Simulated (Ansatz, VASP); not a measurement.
LuGeO: VASP beside Ansatz

```xyz
3
Lattice="4.0980 0.0000 0.0000 -2.0490 3.5490 0.0000 0.0000 0.0000 3.6690" Properties=species:S:1:pos:R:3 pbc="T T T"
Lu    2.0490    1.1830    0.0000
Ge    0.0000    0.0000    1.8345
O     0.0000    2.3660    1.8345
```

Change from the starting cell: species swapped into the ErCuSi type (P-6m2, No. 187).

Alike in both runs: task relaxation of cell and atoms; functional PBE; k mesh 6 × 6 × 6; occupations gaussian, width 0.1 eV; no spin polarisation.

|  | VASP | Ansatz |
| --- | --- | --- |
| version | VASP 6.6.1 | Ansatz 0.2.0 |
| potentials or method | VASP PAW PBE potentials, release 64 (Lu, Ge_d, O), cutoff 600 eV | scalar-relativistic, plane waves, PAW |
| valence electrons in the cell | 45 | 45 |

Ansatz gave:

```
gap on the k mesh at the Fermi level, each at its own relaxed structure (eV) : none
relaxed volume (Å³/atom)                                                     : 16.89
relaxed cell length with the largest relative difference (Å)                 : 3.789
```

Question: Which values does VASP return?

Answer: gap on the k mesh at the Fermi level, each at its own relaxed structure (eV): none; relaxed volume (Å³/atom): 16.98; relaxed cell length with the largest relative difference (Å): 3.815.

A gap of «none» marks a metal or a gap that the smearing closes.

Spin-orbit coupling is off throughout.
